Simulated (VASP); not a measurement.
Input of a VASP 6.6.1 run:

File INCAR:

```
PREC = Accurate ; ENCUT = 520
EDIFF = 1E-6 ; ISMEAR = 0
SIGMA = 0.02 ; LREAL = False
LASPH = True ; NELM = 80
ALGO = Normal ; ISIF = 2
LWAVE = False ; LCHARG = False
GGA = PE ; NBANDS = 22
```

Contents of KPOINTS:

```
regular mesh
0
Gamma
  8 8 4
```

File POSCAR:

```
Cl
1.0
    3.9523608074     -2.1474170618      0.0000000000
    3.9523608074      2.1474170618      0.0000000000
    0.0000000000      0.0000000000      8.3364627964
Cl
4
Direct
    0.1134491445      0.8865508555      0.1065231886
    0.6134491445      0.3865508555      0.3934768114
    0.8865508555      0.1134491445      0.8934768114
    0.3865508555      0.6134491445      0.6065231886
```

Potentials or basis: VASP PAW PBE potentials, release 64 (Cl).

The run is started by

```console
$ cat potpaw_PBE.64/Cl/POTCAR > POTCAR
$ mpirun -np 1 vasp_std > vasp.out
```

**Question.** What does it give for the band gap on the k mesh?

**Answer.** 2.34 eV.

**Question.** Estimate the largest force.

**Answer.** 0.176 eV/Å.

**Question.** Estimate the pressure.

**Answer.** -0.3 GPa.

Forces on the atoms (eV/Å):
```
Cl   0.000  0.082 -0.156
Cl   0.000  0.082  0.156
Cl   0.000 -0.082  0.156
Cl   0.000 -0.082 -0.156
```

Caveat: this functional lacks dispersion, which holds the molecules together, so the pressure and a relaxed volume are unreliable. A k mesh can miss the band edges.
